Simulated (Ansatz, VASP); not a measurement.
**One calculation of MnS, two programs**

INCAR

```
SYSTEM = MnS
  ALGO = Normal
  EDIFF = 1E-6
  ENCUT = 520
  GGA = PE
  ISIF = 2
  ISMEAR = 0
  ISPIN = 2
  LASPH = .True.
  LCHARG = .False.
  LDAU = .True.
  LDAUJ = 0 0
  LDAUL = 2 -1
  LDAUPRINT = 1
  LDAUTYPE = 2
  LDAUU = 4 0
  LMAXMIX = 4
  LORBIT = 11
  LREAL = .False.
  LWAVE = .False.
  MAGMOM = 4 -4 0 0
  NBANDS = 31
  NELM = 150
  PREC = Accurate
  SIGMA = 0.05
```

File KPOINTS:

```
k-points
0
Gamma
  5 5 5
  0 0 0
```

Contents of POSCAR:

```
MnS
1.0
    0.0000000000      3.2116599200      3.2116599200
    3.2116599200      0.0000000000      3.2116599200
    3.2116599200      3.2116599200      0.0000000000
Mn S
2 2
Direct
    0.0000000000      0.0000000000      0.0000000000
    0.5000000000      0.5000000000      0.5000000000
    0.2500000000      0.2500000000      0.2500000000
    0.7500000000      0.7500000000      0.7500000000
```

File input.yaml:

```yaml
crystal:
  lattice:
    - [0.0, 3.21165992, 3.21165992]
    - [3.21165992, 0.0, 3.21165992]
    - [3.21165992, 3.21165992, 0.0]
  atoms:
    - { symbol: Mn, position: [0.0, 0.0, 0.0], spin: 4.0 }
    - { symbol: Mn, position: [0.5, 0.5, 0.5], spin: -4.0 }
    - { symbol: S, position: [0.25, 0.25, 0.25] }
    - { symbol: S, position: [0.75, 0.75, 0.75] }
kpoints:
  mp_grid: { grid: [5, 5, 5] }
scf:
  occupations: { method: gaussian, width: 0.05 }
hamiltonian:
  xc: pbe
  pseudopotentials: { kind: all_electron, lapw: { basis_error: 0.002 } }
  hubbard:
    sites: [{ species: Mn, l: d, u_eff: 4 }]
    double_counting: fll
    projectors: ortho-atomic
magnetization:
  spin_polarized: true
output:
  forces: true
  stress: true
  eigenvalues: true
  hubbard: {}
```

Alike in both runs: task single point; functional PBE; k mesh 5 × 5 × 5; occupations gaussian, width 0.05 eV; collinear spin; Hubbard terms Mn d U = 4.0 eV.

```csv
,VASP,Ansatz
version,VASP 6.6.1,Ansatz 0.2.0
potentials or method,"VASP PAW PBE potentials, release 64 (Mn_pv, S), cutoff 520 eV","all-electron LAPW, scalar-relativistic"
```

```csv
,VASP,Ansatz,Ansatz less VASP
gap on the k mesh at the Fermi level (eV),0.05,0.09,+0.038
least direct gap on the mesh (eV),0.48,0.51,+0.027
pressure (GPa),3.0,3.9,+0.88
net moment per atom (μB),0.00,0.00,0.000
size of the moment on the site where the two differ most (μB),4.47,4.61,+0.133
```

Site moments also hang on the region over which each program counts them. The programs project onto different local orbitals, so the same U acts differently, and such runs can settle in different states. Ansatz ran all-electron here, and VASP with PAW potentials.

Noted on Ansatz's run: the magnetic state may not be the lowest; U is the effective U less J, on atomic orbitals that reach past the spheres.
